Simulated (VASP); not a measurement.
Mg32O31 (a cell with a defect), 63 atoms in the cell. The cell holds a defect, 63 atoms: a = 8.833 Å, b = 8.833 Å, c = 8.833 Å, α = 90.00°, β = 90.00°, γ = 90.00°. 

| Property | Result |
| --- | --- |
| Program | VASP 6.6.1 |
| Task | single point |
| Functional | PBE |
| Dispersion | D3(BJ) |
| Potentials or basis | VASP PAW PBE potentials, release 64 (Mg, O) |
| Cutoff | 520 eV |
| k mesh | 1 × 1 × 1 |
| Occupations | gaussian, width 0.05 eV |
| Spin | no spin polarisation |
| Dipole correction | no |
| Further INCAR settings | LREAL = Auto; ALGO = Normal; EDIFF = 1e-06; NBANDS = 162 |

Potentials or basis: VASP PAW PBE potentials, release 64 (Mg, O).

Launch:

```sh
$ cat potpaw_PBE.64/Mg/POTCAR potpaw_PBE.64/O/POTCAR > POTCAR
$ mpirun -np 1 vasp_gam > vasp.out
```

Hardware: 1 thread of Intel Xeon 8259CL (shared host).

Problem. How long does it take, and how much memory?

Solution. It took 7.4 min on 1 thread of Intel Xeon 8259CL (shared host), peak memory 0.65 GiB. Counts: scf iterations 17, k points 1.
